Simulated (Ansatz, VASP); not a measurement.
# C: VASP beside Ansatz

```
C
1.0
     1.23250    0.71158    3.36139
    -1.23250    0.71158    3.36139
     0.00000   -1.42317    3.36139
C
2
Cartesian
  0.0000 -0.0150 1.6325
  0.0000 0.0150 8.4517
```

Change from the starting cell: mode 4 frozen in at -0.048 Å and mode 6 at -0.015 Å (largest displacements).

Alike in both runs: task single point; functional PBE; dispersion D3(BJ); k mesh 15 × 15 × 15; occupations gaussian, width 0.05 eV; no spin polarisation.

|  | VASP | Ansatz |
| --- | --- | --- |
| version | VASP 6.6.1 | Ansatz 0.2.0 |
| potentials or method | VASP PAW PBE potentials, release 64 (C), cutoff 520 eV | scalar-relativistic, plane waves, PAW |
| valence electrons in the cell | 8 | 8 |

|  | VASP | Ansatz | Ansatz less VASP |
| --- | --- | --- | --- |
| gap on the k mesh at the Fermi level (eV) | 0.40 | 0.40 | 0.000 |
| least direct gap on the mesh (eV) | 0.40 | 0.40 | 0.000 |
| pressure (GPa) | 0.3 | -0.1 | -0.43 |
| traceless stress, the component that is largest in VASP (GPa) | 4.16 | 3.85 | -0.316 |
| rms of the force components (eV/Å) | 1.313 | 1.314 | +0.0008 |

Atom by atom the forces differ by 0.004 eV/Å (rms over components).
